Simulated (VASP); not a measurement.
# CdSe (I4/mmm) in VASP: further runs

Runs on CdSe. Level: PBEsol. Tasks: single point.

Program: VASP 6.6.1. These are calculated values, not measurements. Logs are shortened: lines on timing, memory, paths and dates and some standing lists are left out, and cuts for length are marked.

## 1. The cell of the first run

The structure is tetragonal, space group I4/mmm (No. 139). Conventional cell: a = 3.861 Å, b = 3.861 Å, c = 6.369 Å, α = 90.00°, β = 90.00°, γ = 90.00°. Cd (site symmetry 4/mmm) has 6 Se at 2.73 to 3.18 Å within 3.6 Å. Se (site symmetry 4/mmm) has 6 Cd at 2.73 to 3.18 Å within 3.6 Å.

## 2. Single point, PBEsol

INCAR

```
ALGO = Normal
EDIFF = 1E-6
ENCUT = 520
GGA = PS
ISIF = 2
ISMEAR = 0
LASPH = True
LCHARG = False
LREAL = False
LWAVE = False
NBANDS = 16
NELM = 100
PREC = Accurate
SIGMA = 0.05
```

KPOINTS

```
k-points
0
Gamma
  6 6 6
```

POSCAR

```
CdSe
1.0
    0.0000000000      2.7302601000      3.1844409972
    2.7302601000      0.0000000000      3.1844409972
    2.7302601000      2.7302601000      0.0000000000
Cd Se
1 1
Direct
    0.0000000000      0.0000000000      0.0000000000
    0.5000000000      0.5000000000      0.5000000000
```

Potentials or basis: VASP PAW PBE potentials, release 64 (Cd, Se).

Run with:

```bash
$ cat potpaw_PBE.64/Cd/POTCAR potpaw_PBE.64/Se/POTCAR > POTCAR
$ mpirun -np 1 vasp_std > vasp.out
```

OUTCAR:

```text
EDIFF = 1E-6
   ENCUT = 520
   GGA = PS
   ISIF = 2
   ISMEAR = 0
   LASPH = True
   LREAL = False
   NELM = 100
   PREC = Accurate

 ion  position               nearest neighbor table
   1  0.000  0.000  0.000-   2 2.73   2 2.73   2 2.73   2 2.73   2 3.18   2 3.18
   2  0.500  0.500  0.500-   1 2.73   1 2.73   1 2.73   1 2.73   1 3.18   1 3.18

  LATTYP: Found a body centered tetragonal cell.
 ALAT       =     3.8611708622
 C/A-ratio  =     1.6494690915

  Lattice vectors:

 A1 = (  -2.7302601000,   0.0000000000,   3.1844409972)
 A2 = (   2.7302601000,   0.0000000000,   3.1844409972)
 A3 = (   0.0000000000,   2.7302601000,  -3.1844409972)

Analysis of symmetry for initial positions (statically):
=====================================================================
 Subroutine PRICEL returns:
 Original cell was already a primitive cell.

 Routine SETGRP: Setting up the symmetry group for a
 body centered tetragonal supercell.

 Subroutine GETGRP returns: Found 16 space group operations
 (whereof 16 operations were pure point group operations)
 out of a pool of 16 trial point group operations.

The static configuration has the point symmetry D_4h.

Analysis of symmetry for dynamics (positions and initial velocities):
=====================================================================
 Subroutine PRICEL returns:
 Original cell was already a primitive cell.

 Routine SETGRP: Setting up the symmetry group for a
 body centered tetragonal supercell.

 Subroutine GETGRP returns: Found 16 space group operations
 (whereof 16 operations were pure point group operations)
 out of a pool of 16 trial point group operations.

The dynamic configuration has the point symmetry D_4h.

 Subroutine INISYM returns: Found 16 space group operations
 (whereof 16 operations are pure point group operations),
 and found     1 'primitive' translations

----------------------------------------------------------------------------------------

                                     Primitive cell

  volume of cell :      47.4757

  direct lattice vectors                    reciprocal lattice vectors
     0.000000000  2.730260100  3.184440997    -0.183132735  0.183132735  0.157013429
     2.730260100  0.000000000  3.184440997     0.183132735 -0.183132735  0.157013429
     2.730260100  2.730260100  0.000000000     0.183132735  0.183132735 -0.157013429

  length of vectors
     4.194637610  4.194637610  3.861170862     0.302866991  0.302866991  0.302866991

  position of ions in fractional coordinates (direct lattice)
     0.000000000  0.000000000  0.000000000
     0.500000000  0.500000000  0.500000000

  ion indices of the primitive-cell ions
   primitive index   ion index
                 1           1
                 2           2

----------------------------------------------------------------------------------------

 KPOINTS: k-points

Automatic generation of k-mesh.
 Grid dimensions read from file:
 generate k-points for:    6    6    6

 Generating k-lattice:

  Cartesian coordinates                     Fractional coordinates (reciprocal lattice)
    -0.030522123  0.030522123  0.026168905     0.166666667 -0.000000000  0.000000000
     0.030522123 -0.030522123  0.026168905    -0.000000000  0.166666667  0.000000000
     0.030522123  0.030522123 -0.026168905     0.000000000  0.000000000  0.166666667

  Length of vectors
     0.050477832  0.050477832  0.050477832

  Shift w.r.t. Gamma in fractional coordinates (k-lattice)
     0.000000000  0.000000000  0.000000000

 Subroutine IBZKPT returns following result:
 ===========================================

 Found     30 irreducible k-points:

 Following reciprocal coordinates:
            Coordinates               Weight
  0.000000  0.000000  0.000000      1.000000
  0.166667  0.000000  0.000000      8.000000
  0.333333  0.000000  0.000000      8.000000
  0.500000  0.000000  0.000000      4.000000
  0.166667  0.166667  0.000000      2.000000
  0.333333  0.166667  0.000000      8.000000
[... 16 lines left out ...]
  0.333333  0.000000  0.333333      4.000000
  0.500000  0.000000  0.333333     16.000000
 [... further k-points ...]
   k-points           NKPTS =     30   k-points in BZ     NKDIM =     30   number of bands    NBANDS=     16
   number of dos      NEDOS =    301   number of ions     NIONS =      2
   total plane-waves  NPLWV =  30720
   dimension x,y,z NGX =    32 NGY =   32 NGZ =   30
   dimension x,y,z NGXF=    64 NGYF=   64 NGZF=   60
   ions per type =               1   1
   NGX,Y,Z   is equivalent  to a cutoff of  12.68, 12.68, 12.92 a.u.
   NGXF,Y,Z  is equivalent  to a cutoff of  25.37, 25.37, 25.83 a.u.
 SYSTEM =  unknown system
   PREC   = accura    normal or accurate (medium, high low for compatibility)
   ISTART =      0    job   : 0-new  1-cont  2-samecut
   ICHARG =      2    charge: 1-file 2-atom 10-const
   ISPIN  =      1    spin polarized calculation?
   LNONCOLLINEAR =      F non collinear calculations
   LSORBIT =      F    spin-orbit coupling
   LASPH  =      T    aspherical Exc in radial PAW
   ENCUT  =  520.0 eV  38.22 Ry    6.18 a.u.   7.80  7.80  7.18*2*pi/ulx,y,z
   NELM   =    100;   NELMIN=  2; NELMDL= -5     # of ELM steps
   EDIFF  = 0.1E-05   stopping-criterion for ELM
   LREAL  =      F    real-space projection
   EDIFFG = 0.1E-04   stopping-criterion for IOM
   NSW    =      0    number of steps for IOM
   IBRION =     -1    ionic relax: 0-MD 1-quasi-New 2-CG
   NFREE  =      0    steps in history (QN), initial steepest desc. (CG)
   ISIF   =      2    stress and relaxation
   ISYM   =      2    0-nonsym 1-usesym 2-fastsym
   POTIM  = 0.5000    time-step for ionic-motion
   TEBEG  =    0.0;   TEEND  =   0.0 temperature during run
   PSTRESS=    0.0 pullay stress
   NELECT =      18.0000    total number of electrons
   NUPDOWN=      -1.0000    fix difference up-down
   EMIN   =  10.00;   EMAX   =-10.00  energy-range for DOS
   EFERMI =   0.00;   METHOD = LEGACY
   ISMEAR =     0;   SIGMA  =   0.05  broadening in eV -4-tet -1-fermi 0-gaus
   EFERMI_NEDOS =   21; number of points for ismear=-14 and -15
   IALGO  =     38    algorithm
   IMIX   =      4    mixing-type and parameters
     AMIX     =   0.40;   BMIX     =  1.00
     AMIX_MAG =   1.60;   BMIX_MAG =  1.00
  volume/ion in A,a.u.               =      23.74       160.19
  Fermi-wavevector in a.u.,A,eV,Ry     =   1.184882  2.239103 19.101849  1.403946
  Thomas-Fermi vector in A             =   2.321088
   LORBIT       =      0    0 simple, 1 ext, 2 COOP (PROOUT), +10 PAW based schemes
   GGA     = PS    functional components
   LHFCALC =     F    Hartree Fock is set to
   AEXX    =    0.0000 exact exchange contribution
   IVDW    =     0    specifies the selected vdW correction
   LEPSILON=     F    determine dielectric tensor
   LRPA    =     F    only Hartree local field effects (RPA)
 non-spin polarized calculation
 Gauss-broadening in eV      SIGMA  =   0.05
  energy-cutoff  :      520.00
  volume of cell :       47.48
 maximum number of plane-waves:      1293
   NGX = 15   NGY = 15   NGZ = 15

 number of electron      18.0000000 magnetization

 Free energy of the ion-electron system (eV)
  ---------------------------------------------------
  ext. energy  EPLUGINS =         0.00000000
  ---------------------------------------------------
  free energy    TOTEN  =        -5.84142667 eV

  energy without entropy =       -5.84013934  energy(sigma->0) =       -5.84078301

 E-fermi :   2.5020     XC(G=0): -10.1534

 val. band max:        2.4744661907   @ k =  -0.3333   0.1667   0.0000
 cond. band min:       2.5076684696   @ k =   0.5000   0.0000   0.0000
 fundamental gap:      0.0332022789
 Fermi energy:         2.5019928745

 k-point     1 :       0.0000    0.0000    0.0000
  band No.  band energies     occupation
      1     -10.9328      2.00000
      2      -5.9141      2.00000
      3      -5.8453      2.00000
      4      -5.7486      2.00000
      5      -5.7367      2.00000
      6      -5.7367      2.00000
[... 8 lines left out ...]
     15      11.6218      0.00000
     16      12.3107      0.00000

 k-point     2 :       0.1667    0.0000    0.0000
  band No.  band energies     occupation
      1     -10.7282      2.00000
      2      -5.9311      2.00000
      3      -5.9053      2.00000
      4      -5.7895      2.00000
      5      -5.7334      2.00000
      6      -5.7166      2.00000
[... 8 lines left out ...]
     15      12.0002      0.00000
     16      12.3125      0.00000

 k-point     3 :       0.3333    0.0000    0.0000
  band No.  band energies     occupation
      1     -10.2459      2.00000
      2      -6.0948      2.00000
      3      -6.0076      2.00000
      4      -5.8606      2.00000
      5      -5.6767      2.00000
      6      -5.6732      2.00000
[... 8 lines left out ...]
     15      13.1548      0.00000
     16      13.6586      0.00000

 k-point     4 :       0.5000    0.0000    0.0000
  band No.  band energies     occupation
      1      -9.9490      2.00000
      2      -6.1722      2.00000
      3      -6.1268      2.00000
      4      -5.9039      2.00000
      5      -5.6512      2.00000
      6      -5.6331      2.00000
[... 8 lines left out ...]
     15      14.5283      0.00000
     16      15.1642      0.00000
[... 324 lines left out ...]
 k-point    22 :      -0.3333    0.5000    0.1667
  band No.  band energies     occupation
      1     -10.1585      2.00000
      2      -5.9963      2.00000
      3      -5.9156      2.00000
      4      -5.7090      2.00000
      5      -5.6140      2.00000
      6      -5.3249      2.00000
[... 8 lines left out ...]
     15      15.1305      0.00000
     16      16.4250      0.00000

 k-point    23 :       0.3333    0.0000    0.3333
  band No.  band energies     occupation
      1     -10.1662      2.00000
      2      -5.8548      2.00000
      3      -5.8343      2.00000
      4      -5.6849      2.00000
      5      -5.6820      2.00000
      6      -5.6338      2.00000
[... 8 lines left out ...]
     15      13.8967      0.00000
     16      16.7876      0.00000

 k-point    24 :       0.5000    0.0000    0.3333
  band No.  band energies     occupation
      1     -10.0497      2.00000
      2      -5.8456      2.00000
      3      -5.7866      2.00000
      4      -5.6759      2.00000
      5      -5.6186      2.00000
      6      -5.3341      2.00000
[... 8 lines left out ...]
     15      15.0513      0.00000
     16      15.9257      0.00000

 [... further k-points ...]
[... 5 lines left out ...]
  --------------------------------------------------------------------------------------
  -------------------------------------------------------------------------------------
  Total        0.5685506      0.5685506     -1.7426888      0.0000000      0.0000000     -0.0000000
  in kB       19.1870599     19.1870599    -58.8110826      0.0000000      0.0000000     -0.0000000
  external PRESSURE =      -6.8123209 kB  Pullay stress =       0.0000000 kB

 VOLUME and BASIS-vectors are now :
 -----------------------------------------------------------------------------
  energy-cutoff  :      520.00
  volume of cell :       47.48
      direct lattice vectors                 reciprocal lattice vectors
     0.000000000  2.730260100  3.184440997    -0.183132735  0.183132735  0.157013429
     2.730260100  0.000000000  3.184440997     0.183132735 -0.183132735  0.157013429
     2.730260100  2.730260100  0.000000000     0.183132735  0.183132735 -0.157013429

 POSITION                                       TOTAL-FORCE (eV/Angst)
 -----------------------------------------------------------------------------------
      0.00000      0.00000      0.00000        -0.000000      0.000000      0.000000
      2.73026      2.73026      3.18444         0.000000     -0.000000     -0.000000
 -----------------------------------------------------------------------------------
    total drift:                                0.000000     -0.000000     -0.000000

  FREE ENERGIE OF THE ION-ELECTRON SYSTEM (eV)
  ---------------------------------------------------
  free  energy   TOTEN  =        -5.8414266716 eV

  energy  without entropy=       -5.8401393441  energy(sigma->0) =       -5.84078301
```

Wall time 9.7 s (1 thread of Intel Xeon 6975P-C, shared host); peak memory 0.19 GiB.

Results:

```
Free energy            : -5.8414 eV
Pressure               : -0.7 GPa
Band gap on the k mesh : zero (band 9 reaches 2.51 eV, above the bottom of band 10 at 1.51 eV)
```

Caveat: the PAW data sets were made with another functional, which shifts forces and pressure a little.

(Part 1 of 2 ends here.)
